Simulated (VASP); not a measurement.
**KZnF3: single point with LDA**

Crystal: KZnF3.

```
Zn K F
1.0
     4.07682    0.00000    0.00000
     0.00000    4.07682    0.00000
     0.00000    0.00000    4.07682
Zn K F
1 1 3
Cartesian
  2.0384 2.0384 2.0384
  0.0000 0.0000 0.0000
  2.0384 0.0000 2.0384
  0.0000 2.0384 2.0384
  2.0384 2.0384 0.0000
```

```json
{
  "Program": "VASP 6.6.1",
  "Task": "single point",
  "Functional": "LDA",
  "Potentials or basis": "VASP PAW LDA potentials, release 64 (Zn, K_sv, F)",
  "Cutoff": "520 eV",
  "k mesh": "7 × 7 × 7",
  "Occupations": "fermi-dirac, width 0.05 eV",
  "Spin": "no spin polarisation",
  "Dipole correction": "no",
  "Further INCAR settings": "ALGO = Normal; EDIFF = 1e-06; NBANDS = 29"
}
```

The pressure is -5.8 GPa and the band gap on the k mesh is 3.65 eV, indirect (least direct gap 5.23 eV).

Levels at points of the mesh, in eV from the valence-band top:
```csv
k point,band 18,band 19,band 20,band 21,band 22,band 23,band 24,band 25
"(0.00, 0.00, 0.00)",-1.77,-1.58,-1.58,-1.58,3.65,8.67,8.67,9.12
```

Wall time 17 s on 1 thread of Intel(R) Xeon(R) 6975P-C (Granite Rapids), with other jobs on the host, peak memory 0.17 GiB.

A k mesh can miss the band edges. LDA gaps usually lie below the measured ones, often by a third to a half.
